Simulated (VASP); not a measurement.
Set up this calculation in VASP 6.6.1, as the native input.

```
Task                   : single point
Functional             : RPBE
Potentials or basis    : VASP PAW PBE potentials, release 64 (Cu_sv_GW, O)
Cutoff                 : 820 eV
k mesh                 : 9 × 9 × 5
Occupations            : fermi-dirac, width 0.05 eV
Spin                   : no spin polarisation
Dipole correction      : no
Further INCAR settings : ALGO = Normal; EDIFF = 1e-06; NBANDS = 33
```

The structure of CuO lies in POSCAR:

```
CuO
1.0
    2.0171679519     -2.1818894341      0.0000000000
    2.0171679519      2.1818894341      0.0000000000
    0.0000000000      0.0000000000      5.2237769386
Cu O
2 2
Direct
    0.5000000000      0.0000000000      0.0000000000
    0.0000000000      0.5000000000      0.5000000000
    0.5000000000      0.5000000000      0.2500000000
    0.5000000000      0.5000000000      0.7500000000
```

The input as run:

INCAR

```
SYSTEM = CuO
PREC = Accurate ; ENCUT = 820
EDIFF = 1E-6 ; ISMEAR = -1
SIGMA = 0.05 ; LREAL = .False.
LASPH = .True. ; NELM = 120
ALGO = Normal ; ISIF = 2
LWAVE = .False. ; LCHARG = .False.
GGA = RP ; NBANDS = 33
GGA_COMPAT = .False.
```

KPOINTS

```
Automatic mesh
0
Gamma
  9 9 5
  0 0 0
```

Potentials or basis: VASP PAW PBE potentials, release 64 (Cu_sv_GW, O).

Launch:

```sh
$ cat potpaw_PBE.64/Cu_sv_GW/POTCAR potpaw_PBE.64/O/POTCAR > POTCAR
$ mpirun -np 1 vasp_std > vasp.out
```

Results of the run:

```json
{
  "Pressure": "-0.1 GPa",
  "Band gap on the k mesh": "zero (bands 25 and 26 overlap by 0.81 eV)"
}
```

Caveat: the PAW data sets were made with another functional, which shifts forces and pressure a little; semilocal functionals often make such compounds metallic where correlation or magnetic order opens a gap, which also shifts bond lengths.

Wall time 3 min on 1 thread of Intel(R) Xeon(R) Platinum 8488C (Sapphire Rapids) (shared host), peak memory 0.35 GiB.
